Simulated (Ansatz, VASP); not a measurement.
## ScAl: VASP beside Ansatz

```
Sc Al
1.0
     3.34789    0.00000    0.00000
     0.00000    3.34789    0.00000
     0.00000    0.00000    3.34789
Sc Al
1 1
Direct
  0.50000 0.50000 0.50000
  0.00000 0.00000 0.00000
```

Alike in both runs: functional PBEsol; k mesh 12 × 12 × 12; occupations fermi-dirac, width 0.15 eV; no spin polarisation.

Ansatz relaxed the structure, and its values are those at the end. VASP's run is a single point on that final structure, the one shown.

|  | VASP | Ansatz |
| --- | --- | --- |
| version | VASP 6.6.1 | Ansatz 0.2.0 |
| potentials or method | VASP PAW PBE potentials, release 64 (Sc_sv, Al), cutoff 520 eV | scalar-relativistic, plane waves, PAW |
| valence electrons in the cell | 14 | 14 |

```tsv
	VASP	Ansatz	Ansatz less VASP
gap on the k mesh at the Fermi level (eV)	none	none	-
pressure (GPa)	0.1	0.0	-0.14
```

VASP's potentials were made for PBE, not for PBEsol. A gap of «none» marks a metal or a gap that the smearing closes.
